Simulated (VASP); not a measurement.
A run of VASP 6.6.1:

The input INCAR:

```
SYSTEM = Si8C7
ALGO = Normal
EDIFF = 1E-6
ENCUT = 520
GGA = PE
GGA_COMPAT = .FALSE.
ISIF = 2
ISMEAR = 0
LASPH = .TRUE.
LCHARG = .FALSE.
LREAL = .FALSE.
LWAVE = .FALSE.
NBANDS = 43
NELECT = 62.0
NELM = 120
PREC = Accurate
SIGMA = 0.02
```

Contents of KPOINTS:

```
k-points
0
G
  2 2 2
  0 0 0
```

The input POSCAR:

```
Si8C7
1.0
   -3.0760000000     -5.3277880000      0.0000000000
    4.6140000000     -2.6638940000      0.0000000000
    0.0000000000      0.0000000000      5.0480000000
Si C
8 7
Direct
    0.5078763099      0.6305133353     -0.0336238114
    0.4905006693      0.3505197353      0.5362444532
    0.1717263295      0.1371231447      0.0286067750
    0.2534495964      0.8298326742      0.4967672345
    0.0150298636      0.6704978024     -0.0109377971
    0.0142401539      0.3366002847      0.5093892631
    0.7832109608      0.1578790454      0.0365144612
    0.7501286964      0.8287331751      0.4996713550
    0.5004427262      0.6602936336      0.3568706418
    0.1427533570      0.4050410330      0.8208825277
    0.2565511440      0.1617447592      0.3757745642
    0.2706467136      0.8519729716      0.8675942948
    0.0017583039      0.6665798749      0.3626487718
    0.7482979363      0.1690796385      0.4225156498
    0.7565007211      0.8127130945      0.8726410460
```

Potentials or basis: VASP PAW PBE potentials, release 64 (Si, C).

Launch:

```console
$ cat potpaw_PBE.64/Si/POTCAR potpaw_PBE.64/C/POTCAR > POTCAR
$ mpirun -np 1 vasp_std > vasp.out
```

Hardware: 1 thread of Intel(R) Xeon(R) Platinum 8488C (Sapphire Rapids) (shared host).

Estimate the wall time of this run.

Run time: 37 s on 1 thread of Intel(R) Xeon(R) Platinum 8488C (Sapphire Rapids), with other jobs on the host, peak memory 0.27 GiB. Counts: scf iterations 14, k points 8.
